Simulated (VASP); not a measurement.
# Cl2 in VASP: single point with PBE

Aim: the single point of Cl2 with PBE.

Everything below comes from runs of VASP 6.6.1. Logs are shortened: lines on timing, memory, paths and dates and some standing lists are left out, and cuts for length are marked.

## Step 1: The cell of the first run

The cell holds a molecule in a box, 2 atoms: a = 8.055 Å, b = 8.055 Å, c = 24.921 Å, α = 90.00°, β = 90.00°, γ = 90.00°.

## Step 2: Single point, PBE

File INCAR:

```
SYSTEM = Cl
ALGO = Normal
DIPOL = 0.5 0.5 0.687
EDIFF = 1E-6
ENCUT = 520
GGA = PE
IDIPOL = 3
ISIF = 2
ISMEAR = 0
LASPH = .True.
LCHARG = .False.
LDIPOL = .True.
LREAL = .False.
LWAVE = .False.
NBANDS = 14
NELM = 100
PREC = Accurate
SIGMA = 0.05
```

File KPOINTS:

```
k-points
0
Gamma
  2 2 1
  0 0 0
```

File POSCAR:

```
Cl
1.0
    8.0547591285      0.0000000000      0.0000000000
    0.0000000000      8.0547591285      0.0000000000
    0.0000000000      0.0000000000     24.9207748006
Cl
2
Direct
    0.6636012841      0.2131492191      0.7228883293
    0.5883374169      0.1150515456      0.6505195077
```

Potentials or basis: VASP PAW PBE potentials, release 64 (Cl).

Started as:

```bash
> cat potpaw_PBE.64/Cl/POTCAR > POTCAR
> mpirun -np 1 vasp_std > vasp.out
```

OUTCAR:

```text
SYSTEM = Cl
   EDIFF = 1E-6
   ENCUT = 520
   GGA = PE
   ISIF = 2
   ISMEAR = 0
   LASPH = .True.
   LREAL = .False.
   NELM = 100
   PREC = Accurate

 ion  position               nearest neighbor table
   1  0.664  0.213  0.723-   2 2.06
   2  0.588  0.115  0.651-   1 2.06

  LATTYP: Found a simple tetragonal cell.
 ALAT       =     8.0547591285
 C/A-ratio  =     3.0939193094

  Lattice vectors:

 A1 = (   8.0547591285,   0.0000000000,   0.0000000000)
 A2 = (   0.0000000000,   8.0547591285,   0.0000000000)
 A3 = (   0.0000000000,   0.0000000000,  24.9207748006)

Analysis of symmetry for initial positions (statically):
=====================================================================
 Subroutine PRICEL returns:
 Original cell was already a primitive cell.

 Routine SETGRP: Setting up the symmetry group for a
 simple tetragonal supercell.

 Subroutine GETGRP returns: Found  2 space group operations
 (whereof  1 operations were pure point group operations)
 out of a pool of 16 trial point group operations.

The static configuration has the point symmetry C_1 .
 The point group associated with its full space group is S_2 .

Analysis of symmetry for dynamics (positions and initial velocities):
=====================================================================
 Subroutine PRICEL returns:
 Original cell was already a primitive cell.

 Routine SETGRP: Setting up the symmetry group for a
 simple tetragonal supercell.

 Subroutine GETGRP returns: Found  2 space group operations
 (whereof  1 operations were pure point group operations)
 out of a pool of 16 trial point group operations.

The dynamic configuration has the point symmetry C_1 .
 The point group associated with its full space group is S_2 .

 Subroutine INISYM returns: Found  2 space group operations
 (whereof  1 operations are pure point group operations),
 and found     1 'primitive' translations

----------------------------------------------------------------------------------------

                                     Primitive cell

  volume of cell :    1616.8386

  direct lattice vectors                    reciprocal lattice vectors
     8.054759129  0.000000000  0.000000000     0.124150205  0.000000000  0.000000000
     0.000000000  8.054759129  0.000000000     0.000000000  0.124150205  0.000000000
     0.000000000  0.000000000 24.920774801     0.000000000  0.000000000  0.040127163

  length of vectors
     8.054759129  8.054759129 24.920774801     0.124150205  0.124150205  0.040127163

  position of ions in fractional coordinates (direct lattice)
     0.663601284  0.213149219  0.722888329
     0.588337417  0.115051546  0.650519508

  ion indices of the primitive-cell ions
   primitive index   ion index
                 1           1
                 2           2

----------------------------------------------------------------------------------------

 KPOINTS: k-points

Automatic generation of k-mesh.
 Grid dimensions read from file:
 generate k-points for:    2    2    1

 Generating k-lattice:

  Cartesian coordinates                     Fractional coordinates (reciprocal lattice)
     0.062075103  0.000000000  0.000000000     0.500000000  0.000000000  0.000000000
     0.000000000  0.062075103  0.000000000     0.000000000  0.500000000  0.000000000
     0.000000000  0.000000000  0.040127163     0.000000000  0.000000000  1.000000000

  Length of vectors
     0.062075103  0.062075103  0.040127163

  Shift w.r.t. Gamma in fractional coordinates (k-lattice)
     0.000000000  0.000000000  0.000000000

 Subroutine IBZKPT returns following result:
 ===========================================

 Found      4 irreducible k-points:

 Following reciprocal coordinates:
            Coordinates               Weight
  0.000000  0.000000  0.000000      1.000000
  0.500000  0.000000  0.000000      1.000000
  0.000000  0.500000  0.000000      1.000000
  0.500000  0.500000  0.000000      1.000000
   k-points           NKPTS =      4   k-points in BZ     NKDIM =      4   number of bands    NBANDS=     14
   number of dos      NEDOS =    301   number of ions     NIONS =      2
   total plane-waves  NPLWV = 691200
   dimension x,y,z NGX =    60 NGY =   60 NGZ =  192
   dimension x,y,z NGXF=   120 NGYF=  120 NGZF=  384
   ions per type =               2
   NGX,Y,Z   is equivalent  to a cutoff of  12.38, 12.38, 12.81 a.u.
   NGXF,Y,Z  is equivalent  to a cutoff of  24.77, 24.77, 25.62 a.u.
 SYSTEM =  Cl
   PREC   = accura    normal or accurate (medium, high low for compatibility)
   ISTART =      0    job   : 0-new  1-cont  2-samecut
   ICHARG =      2    charge: 1-file 2-atom 10-const
   ISPIN  =      1    spin polarized calculation?
   LNONCOLLINEAR =      F non collinear calculations
   LSORBIT =      F    spin-orbit coupling
   LASPH  =      T    aspherical Exc in radial PAW
   ENCUT  =  520.0 eV  38.22 Ry    6.18 a.u.  14.98 14.98 46.34*2*pi/ulx,y,z
   NELM   =    100;   NELMIN=  2; NELMDL= -5     # of ELM steps
   EDIFF  = 0.1E-05   stopping-criterion for ELM
   LREAL  =      F    real-space projection
   EDIFFG = 0.1E-04   stopping-criterion for IOM
   NSW    =      0    number of steps for IOM
   IBRION =     -1    ionic relax: 0-MD 1-quasi-New 2-CG
   NFREE  =      0    steps in history (QN), initial steepest desc. (CG)
   ISIF   =      2    stress and relaxation
   ISYM   =      2    0-nonsym 1-usesym 2-fastsym
   POTIM  = 0.5000    time-step for ionic-motion
   TEBEG  =    0.0;   TEEND  =   0.0 temperature during run
   PSTRESS=    0.0 pullay stress
   NELECT =      14.0000    total number of electrons
   NUPDOWN=      -1.0000    fix difference up-down
   EMIN   =  10.00;   EMAX   =-10.00  energy-range for DOS
   EFERMI =   0.00;   METHOD = LEGACY
   ISMEAR =     0;   SIGMA  =   0.05  broadening in eV -4-tet -1-fermi 0-gaus
   EFERMI_NEDOS =   21; number of points for ismear=-14 and -15
   IALGO  =     38    algorithm
   IMIX   =      4    mixing-type and parameters
     AMIX     =   0.40;   BMIX     =  1.00
     AMIX_MAG =   1.60;   BMIX_MAG =  1.00
  volume/ion in A,a.u.               =     808.42      5455.48
  Fermi-wavevector in a.u.,A,eV,Ry     =   0.336172  0.635274  1.537619  0.113012
  Thomas-Fermi vector in A             =   1.236331
   LORBIT       =      0    0 simple, 1 ext, 2 COOP (PROOUT), +10 PAW based schemes
   GGA     = PE    functional components
   LHFCALC =     F    Hartree Fock is set to
   AEXX    =    0.0000 exact exchange contribution
   IVDW    =     0    specifies the selected vdW correction
   LEPSILON=     F    determine dielectric tensor
   LRPA    =     F    only Hartree local field effects (RPA)
 non-spin polarized calculation
 Gauss-broadening in eV      SIGMA  =   0.05
  energy-cutoff  :      520.00
  volume of cell :     1616.84
 maximum number of plane-waves:     43636
 NGX is ok and might be reduce to    60
   NGX = 29   NGY = 29   NGZ = 93

 dipolmoment           0.000000      0.000000     -0.000001 electrons x Angstroem

 number of electron      14.0000000 magnetization

 dipolmoment           0.000000      0.000000      0.000005 electrons x Angstroem

 Free energy of the ion-electron system (eV)
  ---------------------------------------------------
  ext. energy  EPLUGINS =         0.00000000
  ---------------------------------------------------
  free energy    TOTEN  =        -3.56036383 eV

  energy without entropy =       -3.56036383  energy(sigma->0) =       -3.56036383

 E-fermi :  -6.9050     XC(G=0):  -0.5925

 val. band max:       -7.1729389245   @ k =   0.5000   0.5000   0.0000
 cond. band min:      -4.5013273895   @ k =   0.0000   0.0000   0.0000
 fundamental gap:      2.6716115349
 Fermi energy:        -6.9050001728

 k-point     1 :       0.0000    0.0000    0.0000
  band No.  band energies     occupation
      1     -22.8707      2.00000
      2     -19.2112      2.00000
      3     -11.5706      2.00000
      4      -9.5073      2.00000
      5      -9.5068      2.00000
      6      -7.1738      2.00000
      7      -7.1732      2.00000
      8      -4.5013      0.00000
      9      -0.5169      0.00000
     10       0.1997      0.00000
     11       0.2658      0.00000
     12       0.8707      0.00000
     13       0.8804      0.00000
     14       1.5246      0.00000

 k-point     2 :       0.5000    0.0000    0.0000
  band No.  band energies     occupation
      1     -22.8707      2.00000
      2     -19.2112      2.00000
      3     -11.5706      2.00000
      4      -9.5080      2.00000
      5      -9.5070      2.00000
      6      -7.1738      2.00000
      7      -7.1731      2.00000
      8      -4.5010      0.00000
      9      -0.0645      0.00000
     10       0.3322      0.00000
     11       0.6840      0.00000
     12       0.8155      0.00000
     13       0.8435      0.00000
     14       0.8639      0.00000

 k-point     3 :       0.0000    0.5000    0.0000
  band No.  band energies     occupation
      1     -22.8707      2.00000
      2     -19.2112      2.00000
      3     -11.5706      2.00000
      4      -9.5083      2.00000
      5      -9.5069      2.00000
      6      -7.1733      2.00000
      7      -7.1730      2.00000
      8      -4.5012      0.00000
      9      -0.0627      0.00000
     10       0.3254      0.00000
     11       0.6794      0.00000
     12       0.8036      0.00000
     13       0.8430      0.00000
     14       0.8640      0.00000

 k-point     4 :       0.5000    0.5000    0.0000
  band No.  band energies     occupation
      1     -22.8707      2.00000
      2     -19.2112      2.00000
      3     -11.5706      2.00000
      4      -9.5082      2.00000
      5      -9.5079      2.00000
      6      -7.1733      2.00000
      7      -7.1729      2.00000
      8      -4.5009      0.00000
      9       0.4700      0.00000
     10       0.7399      0.00000
     11       0.7590      0.00000
     12       0.9498      0.00000
     13       1.1442      0.00000
     14       1.2191      0.00000

------------------------ aborting loop because EDIFF is reached ----------------------------------------

 vacuum level on the upper side and lower side of the slab       (xc-potential included)        -0.004        -0.004

  FORCE on cell =-STRESS in cart. coord.  units (eV):
  Direction    XX          YY          ZZ          XY          YZ          ZX
  --------------------------------------------------------------------------------------
  -------------------------------------------------------------------------------------
  Total       -0.2129127     -0.3463918     -1.7138629     -0.2484455     -0.7396209     -0.5675249
  in kB       -0.2109821     -0.3432508     -1.6983219     -0.2461926     -0.7329141     -0.5623787
  external PRESSURE =      -0.7508516 kB  Pullay stress =       0.0000000 kB

 VOLUME and BASIS-vectors are now :
 -----------------------------------------------------------------------------
  energy-cutoff  :      520.00
  volume of cell :     1616.84
      direct lattice vectors                 reciprocal lattice vectors
     8.054759129  0.000000000  0.000000000     0.124150205  0.000000000  0.000000000
     0.000000000  8.054759129  0.000000000     0.000000000  0.124150205  0.000000000
     0.000000000  0.000000000 24.920774801     0.000000000  0.000000000  0.040127163

 POSITION                                       TOTAL-FORCE (eV/Angst)
 -----------------------------------------------------------------------------------
      5.34515      1.71687     18.01494        -0.314544     -0.409847     -0.937785
      4.73892      0.92671     16.21145         0.314544      0.409847      0.937785
 -----------------------------------------------------------------------------------
    total drift:                                0.000014      0.000027     -0.000007

  FREE ENERGIE OF THE ION-ELECTRON SYSTEM (eV)
  ---------------------------------------------------
  free  energy   TOTEN  =        -3.5603638259 eV

  energy  without entropy=       -3.5603638259  energy(sigma->0) =       -3.56036383

 vacuum level on the upper side and lower side of the slab         0.207         0.207
```

Wall time 2.2 min (1 thread of Intel Xeon 6975P-C (Granite Rapids), shared host); peak memory 1.1 GiB.

Results:

```yaml
Free_energy: -3.5604 eV
Largest_force: 1.071 eV/Å
Gap_between_the_frontier_levels: 2.67 eV, direct
```

Forces in eV/Å, atoms in the order of the input:
```
Cl  -0.315 -0.410 -0.938
Cl   0.315  0.410  0.938
```

Levels at points of the mesh, in eV from the valence-band top:
```csv
k point,band 5,band 6,band 7,band 8,band 9,band 10
"(0.00, 0.00, 0.00)",-2.33,0.00,0.00,2.67,6.66,7.37
"(0.50, 0.00, 0.00)",-2.33,0.00,0.00,2.67,7.11,7.51
"(0.00, 0.50, 0.00)",-2.33,0.00,0.00,2.67,7.11,7.50
"(0.50, 0.50, 0.00)",-2.33,0.00,0.00,2.67,7.64,7.91
```
